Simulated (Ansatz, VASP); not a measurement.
**Ba2SeO in VASP and in Ansatz**

```
O Ba Se
1.0
     4.44463    0.00000    0.00000
     0.00000    4.44463    0.00000
     0.00000    0.00000    6.29689
O Ba Se
1 2 1
Direct
  0.00000 0.00000 0.00000
  0.00000 0.00000 0.50000
  0.50000 0.50000 0.00000
  0.50000 0.50000 0.50000
```

Alike in both runs: task single point; functional r2SCAN; k mesh 6 × 6 × 4; no spin polarisation.

|  | VASP | Ansatz |
| --- | --- | --- |
| version | VASP 6.6.1 | Ansatz 0.2.0 |
| potentials or method | VASP PAW PBE potentials, release 64 (O, Ba_sv, Se) | plane waves, PAW |
| plane-wave cutoff (eV) | 520 | 500 |
| occupations | gaussian, width 0.01 eV | fixed |
| valence electrons in the cell | 32 | 42 |

VASP gave:

* gap on the k mesh at the Fermi level (eV): 1.77
* pressure (GPa): -0.7

Problem. What did Ansatz give for the same quantities?

Solution. gap on the k mesh at the Fermi level (eV): 1.82; pressure (GPa): -1.3.

VASP's potentials were made for PBE, not for r2SCAN. VASP's potentials hold 32 valence electrons a cell and Ansatz's 42, so a difference there can come from the potentials and not from the codes.

Neither program's run includes spin-orbit coupling.
